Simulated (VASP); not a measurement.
Runs of VASP 6.6.1 on Zr. The structure is that of space group I4_1/amd (No. 141), or close to it. The cells are those of the table. 

```tsv
task	cell	cutoff (eV)	gap on the mesh (eV)	pressure (GPa)
single point	a = 3.907 Å, angles 97.7, 97.7, 137.1°, 2 atoms	520	none	26.2
relaxation of cell and atoms	relaxed to 26 GPa from a = 3.907 Å, angles 97.7, 97.7, 137.1°, 2 atoms	600	none	26.0
single point	a = 3.908 Å, angles 97.7, 97.7, 137.1°, 2 atoms	520	none	(a)
relaxation of cell and atoms	relaxed to 26 GPa from a = 3.954 Å, angles 97.5, 97.5, 137.5°, 2 atoms	600	none	26.0
```

Alike in all rows: level PBE; potentials or basis VASP PAW PBE potentials, release 64 (Zr_sv); no spin polarisation; k mesh 15 × 15 × 15; smearing fermi-dirac 0.08 eV.

Q: Estimate the missing entries.

A: (a) 26.1.

Caveats: the cell is relaxed towards a set pressure, so the enthalpy falls and the energy may rise (some runs).

A k mesh can miss the band edges, and the runs leave out spin-orbit coupling on Zr.

A gap of «none» marks levels without a gap at the run's occupations.
